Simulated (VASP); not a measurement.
# LiH3: single point with PBE

Crystal: LiH3.

```xyz
4
Lattice="5.5119 0.0000 0.0000 -2.7559 4.7734 0.0000 0.0000 0.0000 5.4312" Properties=species:S:1:pos:R:3 pbc="T T T"
Li    0.0000    0.0000    2.7156
H     0.0000    0.0000    4.4216
H     0.0000    0.0000    1.0096
H     0.0000    0.0000    0.0000
```

The cell was built from a structure type or drawn by symmetry, and may not be a known phase.

| Quantity | Value |
| --- | --- |
| Program | VASP 6.6.1 |
| Task | single point |
| Functional | PBE |
| Potentials or basis | VASP PAW PBE potentials, release 64 (Li_sv, H) |
| Cutoff | 520 eV |
| k mesh | 6 × 6 × 4 |
| Occupations | gaussian, width 0.02 eV |
| Spin | no spin polarisation |

```json
{"Largest force": "0.021 eV/Å", "Band gap on the k mesh": "3.07 eV (least direct gap 3.12 eV)"}
```

Forces in eV/Å, atoms in the order of the input:
```
Li   0.000  0.000  0.000
H    0.000  0.000  0.021
H    0.000  0.000 -0.021
H    0.000  0.000  0.000
```

Levels at points of the mesh, in eV from the valence-band top:
```tsv
k point	band 1	band 2	band 3	band 4	band 5	band 6
(0.00, 0.00, 0.00)	-45.31	-5.19	-0.05	3.07	6.07	6.07
(0.50, 0.00, 0.00)	-45.31	-5.16	-0.01	3.50	4.42	5.44
(0.00, 0.00, 0.50)	-45.31	-5.22	-0.25	5.07	5.49	6.71
(0.50, 0.00, 0.50)	-45.31	-5.19	-0.08	4.33	5.35	6.14
```

Wall time 14 s on 1 thread of Intel(R) Xeon(R) 6975P-C (Granite Rapids), with other jobs on the host, peak memory 0.24 GiB.

 A k mesh can miss the band edges.
